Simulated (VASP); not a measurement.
**C: single point with PBE**

Crystal: C.

```xyz
2
Lattice="1.2269 0.7084 3.3441 -1.2269 0.7084 3.3441 0.0000 -1.4168 3.3441" Properties=species:S:1:pos:R:3 pbc="T T T"
C     0.0000    0.0000    1.6453
C     0.0000    0.0000    8.3869
```

```
Program                : VASP 6.6.1
Task                   : single point
Functional             : PBE
Potentials or basis    : VASP PAW PBE potentials, release 64 (C)
Cutoff                 : 600 eV
k mesh                 : 15 × 15 × 15, shifted
Occupations            : tetrahedron
Spin                   : no spin polarisation
Dipole correction      : no
Further INCAR settings : ALGO = Normal; EDIFF = 1e-06; NBANDS = 11
```

- Pressure: 5.1 GPa
- Largest force: 0.861 eV/Å

Forces on the atoms (eV/Å):
```
C    0.000  0.000  0.861
C    0.000  0.000 -0.861
```

Stress tensor (GPa, compression positive):
```
6.29 0.00 0.00
0.00 6.29 0.00
0.00 0.00 2.71
```

Wall time 86 s on 1 thread of Intel Xeon 8259CL, on a shared host, peak memory 0.21 GiB.

Caveat: the cell stands under pressure; this functional lacks dispersion, which binds layers or chains, so the pressure and a relaxed spacing across them are unreliable.
